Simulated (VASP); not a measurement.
Set up this calculation in VASP 6.6.1, as the native input.

| Quantity | Value |
| --- | --- |
| Task | relaxation of cell and atoms |
| Functional | PBE |
| Potentials or basis | VASP PAW PBE potentials, release 64 (Si, W_sv) |
| Cutoff | 600 eV |
| k mesh | 16 × 16 × 16 |
| Occupations | gaussian, width 0.1 eV |
| Spin | no spin polarisation |
| Dipole correction | no |
| Further INCAR settings | ALGO = Fast; EDIFF = 1e-06; IBRION = 2; EDIFFG = -0.01; NSW = 100; ISIF = 3 |

The structure of SiW3 lies in POSCAR:

```
SiW3
1.0
   -1.9485610507      1.9485610507      4.0458872477
    1.9485610507     -1.9485610507      4.0458872477
    1.9485610507      1.9485610507     -4.0458872477
Si W
1 3
Direct
    0.0000000000      0.0000000000      0.0000000000
    0.5000000000      0.5000000000      0.0000000000
    0.2500000000      0.7500000000      0.5000000000
    0.7500000000      0.2500000000      0.5000000000
```

The input as run:

INCAR

```
PREC = Accurate
ENCUT = 600
EDIFF = 1E-6
ISMEAR = 0
SIGMA = 0.1
LREAL = False
LASPH = True
NELM = 60
ALGO = Fast
ISIF = 3
LWAVE = False
LCHARG = False
GGA = PE
IBRION = 2
NSW = 100
EDIFFG = -0.01
```

KPOINTS

```
Automatic mesh
0
Gamma
  16 16 16
```

Potentials or basis: VASP PAW PBE potentials, release 64 (Si, W_sv).

Run with:

```console
$ cat potpaw_PBE.64/Si/POTCAR potpaw_PBE.64/W_sv/POTCAR > POTCAR
$ mpirun -np 1 vasp_std > vasp.out
```

Results of the run:

```json
{
 "Relaxed volume": "15.39 Å³/atom",
 "Relaxed cell": "a = 4.931 Å, b = 4.931 Å, c = 4.931 Å, α = 133.72°, β = 133.72°, γ = 67.53°",
 "Space group after relaxing (to 0.1 Å)": "I4/mmm (No. 139)",
 "Energy gained by relaxing": "0.6 meV/atom",
 "Ionic steps": "8",
 "Pressure after relaxing": "0.0 GPa",
 "Band gap on the k mesh": "zero (bands 23 and 24 overlap by 1.04 eV)"
}
```

Caveat: spin-orbit coupling is left out, which moves the levels of the heavy elements.

Run time: 2.4 h on 1 thread of Oxide Virtual Turin-like Processor (shared host), peak memory 0.66 GiB.
